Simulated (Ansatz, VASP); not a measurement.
# AlHCl4 in VASP and in Ansatz

```
CELL_PARAMETERS angstrom
4.28250 0.00000 0.00000
0.00000 4.28250 0.00000
0.00000 0.00000 6.26214
ATOMIC_POSITIONS crystal
Al 0.50000 0.50000 0.00000
H 0.00000 0.00000 0.50000
Cl 0.50000 0.00000 0.23691
Cl 0.50000 0.00000 0.76309
Cl 0.00000 0.50000 0.76309
Cl 0.00000 0.50000 0.23691
```

Change from the starting cell: species swapped into the CaSnF4 type (P4/mmm, No. 123).

Alike in both runs: functional PBE; k mesh 10 × 10 × 6; occupations gaussian, width 0.1 eV; no spin polarisation.

Ansatz relaxed the structure, and its values are those at the end. VASP's run is a single point on that final structure, the one shown.

```csv
,VASP,Ansatz
version,VASP 6.6.1,Ansatz 0.2.0
potentials or method,"VASP PAW PBE potentials, release 64 (Al, H, Cl), cutoff 520 eV","scalar-relativistic, plane waves, PAW"
valence electrons in the cell,32,32
```

VASP gave:

```
gap on the k mesh at the Fermi level (eV) : none
pressure (GPa)                            : -0.1
```

Problem. Which values does Ansatz return?

Solution. gap on the k mesh at the Fermi level (eV): none; pressure (GPa): 0.0.

A gap of «none» marks a metal or a gap that the smearing closes. With one functional, cell and mesh, what is left measures potentials, basis and numerics.
